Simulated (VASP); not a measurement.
# Ni3Ge (Pm-3m) in VASP: notebook, part 2 of 2

VASP 6.6.1. The steps go on from the part before.

## (4) Single point, LDA (10.84 Å³/atom)

This run uses another cell than the first one, of 10.84 Å³/atom.

Contents of INCAR:

```
PREC = Accurate
ENCUT = 520
EDIFF = 1E-6
ISMEAR = -1
SIGMA = 0.15
LREAL = F
LASPH = T
NELM = 100
ALGO = Normal
ISIF = 2
LWAVE = F
LCHARG = F
GGA = CA
NBANDS = 30
```

Contents of KPOINTS:

```
regular mesh
0
Gamma
  12 12 12
```

Contents of POSCAR:

```
Ni3Ge
1.0
    3.5136576012      0.0000000000      0.0000000000
    0.0000000000      3.5136576012      0.0000000000
    0.0000000000      0.0000000000      3.5136576012
Ni Ge
3 1
Direct
    0.5000000000      0.0000000000      0.5000000000
    0.0000000000      0.5000000000      0.5000000000
    0.5000000000      0.5000000000      0.0000000000
    0.0000000000      0.0000000000      0.0000000000
```

Potentials or basis: VASP PAW LDA potentials, release 64 (Ni, Ge_d).

On the command line:

```console
> cat potpaw_LDA.64/Ni/POTCAR potpaw_LDA.64/Ge_d/POTCAR > POTCAR
> mpirun -np 1 vasp_std > vasp.out
```

OUTCAR:

```text
PREC = Accurate
   ENCUT = 520
   EDIFF = 1E-6
   ISMEAR = -1
   LREAL = F
   LASPH = T
   NELM = 100
   ISIF = 2
   GGA = CA

 ion  position               nearest neighbor table
   1  0.500  0.000  0.500-   2 2.48   3 2.48   4 2.48   3 2.48   4 2.48   2 2.48   3 2.48   3 2.48
                             2 2.48   4 2.48   4 2.48   2 2.48
   2  0.000  0.500  0.500-   1 2.48   3 2.48   4 2.48   3 2.48   4 2.48   1 2.48   4 2.48   4 2.48
                             1 2.48   3 2.48   3 2.48   1 2.48
   3  0.500  0.500  0.000-   1 2.48   2 2.48   4 2.48   1 2.48   2 2.48   1 2.48   4 2.48   1 2.48
                             2 2.48   4 2.48   2 2.48   4 2.48
   4  0.000  0.000  0.000-   1 2.48   2 2.48   3 2.48   1 2.48   2 2.48   2 2.48   3 2.48   2 2.48
                             1 2.48   3 2.48   1 2.48   3 2.48

  LATTYP: Found a simple cubic cell.
 ALAT       =     3.5136576012

  Lattice vectors:

 A1 = (   3.5136576012,   0.0000000000,   0.0000000000)
 A2 = (   0.0000000000,   3.5136576012,   0.0000000000)
 A3 = (   0.0000000000,   0.0000000000,   3.5136576012)

Analysis of symmetry for initial positions (statically):
[... 179 lines left out ...]
 val. band max:       10.3545527609   @ k =   0.5000   0.4167   0.3333
 cond. band min:      10.4225396209   @ k =   0.4167   0.4167   0.3333
 fundamental gap:      0.0679868600
 Fermi energy:        10.3720947839

 k-point     1 :       0.0000    0.0000    0.0000
  band No.  band energies     occupation
      1     -14.4521      2.00000
      2     -14.4521      2.00000
      3     -14.4372      2.00000
      4     -14.4372      2.00000
      5     -14.4372      2.00000
      6      -2.3459      2.00000
[... 781 lines left out ...]
     29      20.2771      0.00000
     30      21.3128      0.00000

 [... further k-points ...]

------------------------ aborting loop because EDIFF is reached ----------------------------------------

  FORCE on cell =-STRESS in cart. coord.  units (eV):
  Direction    XX          YY          ZZ          XY          YZ          ZX
  --------------------------------------------------------------------------------------
  -------------------------------------------------------------------------------------
  Total       -1.0619589     -1.0619589     -1.0619589      0.0000000     -0.0000000      0.0000000
  in kB      -39.2229248    -39.2229248    -39.2229248      0.0000000     -0.0000000      0.0000000
  external PRESSURE =     -39.2229248 kB  Pullay stress =       0.0000000 kB

 VOLUME and BASIS-vectors are now :
 -----------------------------------------------------------------------------
  energy-cutoff  :      520.00
  volume of cell :       43.38
      direct lattice vectors                 reciprocal lattice vectors
     3.513657601  0.000000000  0.000000000     0.284603713  0.000000000  0.000000000
     0.000000000  3.513657601  0.000000000     0.000000000  0.284603713  0.000000000
     0.000000000  0.000000000  3.513657601     0.000000000  0.000000000  0.284603713

 POSITION                                       TOTAL-FORCE (eV/Angst)
 -----------------------------------------------------------------------------------
      1.75683      0.00000      1.75683         0.000000      0.000000      0.000000
      0.00000      1.75683      1.75683         0.000000      0.000000      0.000000
      1.75683      1.75683      0.00000         0.000000      0.000000      0.000000
      0.00000      0.00000      0.00000         0.000000      0.000000      0.000000
 -----------------------------------------------------------------------------------
    total drift:                                0.000000      0.000000      0.000000

  FREE ENERGIE OF THE ION-ELECTRON SYSTEM (eV)
  ---------------------------------------------------
  free  energy   TOTEN  =       -26.4613330718 eV

  energy  without entropy=      -26.2958499524  energy(sigma->0) =      -26.37859151
```

stdout:

```text
POSCAR found type information on POSCAR NiGe
 POSCAR found :  2 types and       4 ions
 scaLAPACK will be used
 LDA part: xc-table for (Slater(with rela. corr.)+CA(PZ))
 , standard interpolation
 POSCAR, INCAR and KPOINTS ok, starting setup
 FFT: planning ... GRIDC
 FFT: planning ... GRID_SOFT
 FFT: planning ... GRID
 WAVECAR not read
 entering main loop
```

Run time: 85 s. Hardware: 1 thread of Intel Xeon Platinum 8488C (Sapphire Rapids), shared host; peak memory 0.21 GiB.

What came out:

```yaml
Free_energy: -26.4613 eV
Pressure: -3.9 GPa
Band_gap_on_the_k_mesh: zero (bands 22 and 23 overlap by 0.23 eV)
```

Caveat: the cell stands under tension. Spin polarisation is off, so any magnetic state and its effect on volume and gap are missing.

## (5) Relaxation of cell and atoms, LDA, target pressure 2 GPa, at which the enthalpy is minimised

This run uses another cell than the first one, of 10.63 Å³/atom.

Contents of INCAR:

```
SYSTEM = Ni3Ge
PREC = Accurate
ENCUT = 600
EDIFF = 1E-6
ISMEAR = -1
SIGMA = 0.15
LREAL = .FALSE.
LASPH = .TRUE.
NELM = 80
ALGO = Fast
ISIF = 3
LWAVE = .FALSE.
LCHARG = .FALSE.
GGA = CA
IBRION = 2
NSW = 80
EDIFFG = -0.001
PSTRESS = 20.0
```

Contents of KPOINTS:

```
regular mesh
0
G
  12 12 12
  0 0 0
```

Contents of POSCAR:

```
Ni3Ge
1.0
    3.4905407635      0.0000000000      0.0000000000
    0.0000000000      3.4905407635      0.0000000000
    0.0000000000      0.0000000000      3.4905407635
Ni Ge
3 1
Direct
    0.5000000000      0.0000000000      0.5000000000
    0.0000000000      0.5000000000      0.5000000000
    0.5000000000      0.5000000000      0.0000000000
    0.0000000000      0.0000000000      0.0000000000
```

Potentials or basis: VASP PAW LDA potentials, release 64 (Ni, Ge_d).

On the command line:

```console
> cat potpaw_LDA.64/Ni/POTCAR potpaw_LDA.64/Ge_d/POTCAR > POTCAR
> mpirun -np 1 vasp_std > vasp.out
```

OUTCAR:

```text
SYSTEM = Ni3Ge
   PREC = Accurate
   ENCUT = 600
   EDIFF = 1E-6
   ISMEAR = -1
   LREAL = .FALSE.
   LASPH = .TRUE.
   NELM = 80
   ISIF = 3
   GGA = CA
   IBRION = 2
   NSW = 80
   EDIFFG = -0.001
   PSTRESS = 20.0

 ion  position               nearest neighbor table
   1  0.500  0.000  0.500-   2 2.47   3 2.47   4 2.47   3 2.47   4 2.47   2 2.47   3 2.47   3 2.47
                             2 2.47   4 2.47   4 2.47   2 2.47
   2  0.000  0.500  0.500-   1 2.47   3 2.47   4 2.47   3 2.47   4 2.47   1 2.47   4 2.47   4 2.47
                             1 2.47   3 2.47   3 2.47   1 2.47
   3  0.500  0.500  0.000-   1 2.47   2 2.47   4 2.47   1 2.47   2 2.47   1 2.47   4 2.47   1 2.47
                             2 2.47   4 2.47   2 2.47   4 2.47
   4  0.000  0.000  0.000-   1 2.47   2 2.47   3 2.47   1 2.47   2 2.47   2 2.47   3 2.47   2 2.47
                             1 2.47   3 2.47   1 2.47   3 2.47

  LATTYP: Found a simple cubic cell.
 ALAT       =     3.4905407635

  Lattice vectors:

 A1 = (   3.4905407635,   0.0000000000,   0.0000000000)
 A2 = (   0.0000000000,   3.4905407635,   0.0000000000)
 A3 = (   0.0000000000,   0.0000000000,   3.4905407635)

Analysis of symmetry for initial positions (statically):
=====================================================================
 Subroutine PRICEL returns:
 Original cell was already a primitive cell.

 Routine SETGRP: Setting up the symmetry group for a
 simple cubic supercell.

 Subroutine GETGRP returns: Found 48 space group operations
 (whereof 48 operations were pure point group operations)
 out of a pool of 48 trial point group operations.

The static configuration has the point symmetry O_h .

Analysis of symmetry for dynamics (positions and initial velocities):
=====================================================================
 Subroutine PRICEL returns:
 Original cell was already a primitive cell.

 Routine SETGRP: Setting up the symmetry group for a
 simple cubic supercell.

[... 149 lines left out ...]

 number of electron      43.9999962 magnetization

 Free energy of the ion-electron system (eV)
  ---------------------------------------------------
  ext. energy  EPLUGINS =         0.00000000
  ---------------------------------------------------
  free energy    TOTEN  =       -26.47088579 eV

  energy without entropy =      -26.31096215  energy(sigma->0) =      -26.39092397

------------------------ aborting loop because EDIFF is reached ----------------------------------------

  FORCE on cell =-STRESS in cart. coord.  units (eV):
  Direction    XX          YY          ZZ          XY          YZ          ZX
  --------------------------------------------------------------------------------------
  -------------------------------------------------------------------------------------
  Total        0.1207513      0.1207513      0.1207513     -0.0000000      0.0000000     -0.0000000
  in kB        4.5490877      4.5490877      4.5490877     -0.0000000      0.0000000     -0.0000000
  external PRESSURE =     -15.4509123 kB  Pullay stress =      20.0000000 kB
[... 103 lines left out ...]
  energy  without entropy=      -26.3106079434  energy(sigma->0) =      -26.38964032

  enthalpy is  TOTEN    =       -25.9415220370 eV   P V=        0.5271506608

[... ionic steps 4 to 8 ...]

--------------------------------------- Ionic step        9  -------------------------------------------

 number of electron      43.9999962 magnetization

------------------------ aborting loop because EDIFF is reached ----------------------------------------
[... 75 lines left out ...]
--------------------------------------- Ionic step       11  -------------------------------------------

 number of electron      43.9999962 magnetization

 Free energy of the ion-electron system (eV)
  ---------------------------------------------------
  ext. energy  EPLUGINS =         0.00000000
  ---------------------------------------------------
  free energy    TOTEN  =       -26.46879155 eV

  energy without entropy =      -26.31067697  energy(sigma->0) =      -26.38973426

 E-fermi :  10.7828     XC(G=0): -14.0696

 val. band max:       10.7635530544   @ k =   0.5000   0.4167   0.3333
 cond. band min:      10.8343808101   @ k =   0.4167   0.4167   0.3333
 fundamental gap:      0.0708277557
 Fermi energy:        10.7828476806

 k-point     1 :       0.0000    0.0000    0.0000
  band No.  band energies     occupation
      1     -14.0684      2.00000
      2     -14.0684      2.00000
      3     -14.0517      2.00000
      4     -14.0517      2.00000
      5     -14.0517      2.00000
      6      -2.1646      2.00000
[... 685 lines left out ...]
     25      15.4853      0.00000
     26      17.0953      0.00000

 [... further k-points ...]

------------------------ aborting loop because EDIFF is reached ----------------------------------------

  FORCE on cell =-STRESS in cart. coord.  units (eV):
  Direction    XX          YY          ZZ          XY          YZ          ZX
  --------------------------------------------------------------------------------------
  -------------------------------------------------------------------------------------
  Total        0.5284518      0.5284518      0.5284518     -0.0000000     -0.0000000     -0.0000000
  in kB       20.0448742     20.0448742     20.0448742     -0.0000000     -0.0000000     -0.0000000
  external PRESSURE =       0.0448742 kB  Pullay stress =      20.0000000 kB
[... 23 lines left out ...]
  energy  without entropy=      -26.3106769713  energy(sigma->0) =      -26.38973426

  enthalpy is  TOTEN    =       -25.9415227933 eV   P V=        0.5272687616

 reached required accuracy - stopping structural energy minimisation
```

OSZICAR:

```text
N       E                     dE             d eps       ncg     rms          rms(c)
DAV:   1     0.333540403889E+03    0.33354E+03   -0.22653E+04  4562   0.421E+03
DAV:   2     0.125926833831E+02   -0.32095E+03   -0.31372E+03  4376   0.630E+02
DAV:   3    -0.283348915087E+02   -0.40928E+02   -0.40005E+02  4382   0.201E+02
[... 73 lines left out ...]
DAV:   1    -0.264687941693E+02   -0.59611E-05   -0.52942E-07  2416   0.132E-02    0.168E-03
RMM:   2    -0.264687941538E+02    0.15464E-07   -0.41957E-07  2198   0.723E-03
  10 F= -.25941523E+02 E0= -.25862460E+02  d E =0.370497E-07
       N       E                     dE             d eps       ncg     rms          rms(c)
DAV:   1    -0.264687915564E+02    0.26128E-05   -0.97769E-08  2292   0.587E-03    0.687E-04
RMM:   2    -0.264687915549E+02    0.15489E-08   -0.70270E-08  1635   0.311E-03
  11 F= -.25941523E+02 E0= -.25862466E+02  d E =0.388369E-07
```

Run time: 7.1 min. Hardware: 1 thread of Intel Xeon Platinum 8488C (Sapphire Rapids), shared host; peak memory 0.22 GiB.

Results:

```yaml
Free_energy: -26.4688 eV
Relaxed_volume: 10.56 Å³/atom
Relaxed_cell: a = 3.483 Å, b = 3.483 Å, c = 3.483 Å, α = 90.00°, β = 90.00°, γ = 90.00°
Space_group_after_relaxing_to_0.1_Å: Pm-3m (No. 221)
Energy_change_on_relaxing_the_run_minimises_the_enthalpy: +0.5 meV/atom
Ionic_steps: 11
Pressure_after_relaxing: 2.0 GPa
Band_gap_on_the_k_mesh: zero (bands 22 and 23 overlap by 0.24 eV)
```

The path:
```tsv
step	energy change (eV)	largest force (eV/Å)	pressure (GPa)	volume (Å³)
1	0.0000	0.0000	0.45	42.53
2	0.0084	0.0000	4.06	41.90
3	0.0022	0.0000	2.07	42.23
4	0.0020	0.0000	1.97	42.24
5	0.0021	0.0000	2.02	42.24
6	0.0020	0.0000	1.91	42.24
7	0.0021	0.0000	2.02	42.24
8	0.0021	0.0000	1.79	42.24
9	0.0021	0.0000	2.11	42.24
10	0.0021	0.0000	1.92	42.24
11	0.0021	0.0000	2.00	42.24
```

Final structure:
```yaml
crystal:
  lattice:
    - [3.48260, 0.00000, 0.00000]
    - [0.00000, 3.48260, 0.00000]
    - [0.00000, 0.00000, 3.48260]
  atoms:
    - { symbol: Ni, position: [0.50000, 0.00000, 0.50000] }
    - { symbol: Ni, position: [0.00000, 0.50000, 0.50000] }
    - { symbol: Ni, position: [0.50000, 0.50000, 0.00000] }
    - { symbol: Ge, position: [0.00000, 0.00000, 0.00000] }
```

Levels at points of the mesh, in eV from the Fermi level:
| k point | band 18 | band 19 | band 20 | band 21 | band 22 | band 23 | band 24 | band 25 | band 26 |
| --- | --- | --- | --- | --- | --- | --- | --- | --- | --- |
| (0.00, 0.00, 0.00) | -1.08 | -0.72 | -0.72 | -0.40 | -0.08 | -0.08 | -0.08 | 4.20 | 7.11 |
| (0.50, 0.00, 0.00) | -1.50 | -1.43 | -1.31 | -0.67 | -0.08 | 3.69 | 3.69 | 4.87 | 5.87 |
| (0.50, 0.50, 0.00) | -1.60 | -1.35 | -1.28 | -1.11 | -1.09 | 0.58 | 0.58 | 5.87 | 6.64 |
| (0.50, 0.50, 0.50) | -1.51 | -1.34 | -1.34 | -0.63 | -0.32 | -0.32 | -0.32 | 0.72 | 4.35 |

Caveat: the cell is relaxed towards a set pressure, so the run minimises the enthalpy, not the energy. Spin polarisation is off, so any magnetic state and its effect on volume and gap are missing.

## (6) The runs side by side

| task | cell | cutoff (eV) | gap on the mesh (eV) | pressure (GPa) |
| --- | --- | --- | --- | --- |
| single point | a = 3.467 Å, 4 atoms | 520 | none | 5.4 |
| single point | a = 3.481 Å, 4 atoms | 520 | none | 2.5 |
| single point | a = 3.514 Å, 4 atoms | 520 | none | -3.9 |
| relaxation of cell and atoms | relaxed to 2 GPa from a = 3.491 Å, 4 atoms | 600 | none | 2.0 |

Alike in all rows: level LDA; potentials or basis VASP PAW LDA potentials, release 64 (Ni, Ge_d); no spin polarisation; k mesh 12 × 12 × 12; smearing fermi-dirac 0.15 eV.

Caveats: the cell stands under pressure (at least some runs); the cell stands under tension (at least some runs); the cell is relaxed towards a set pressure, so the run minimises the enthalpy, not the energy (at least some runs).

Absolute energies hang on the potentials; compare differences alone.
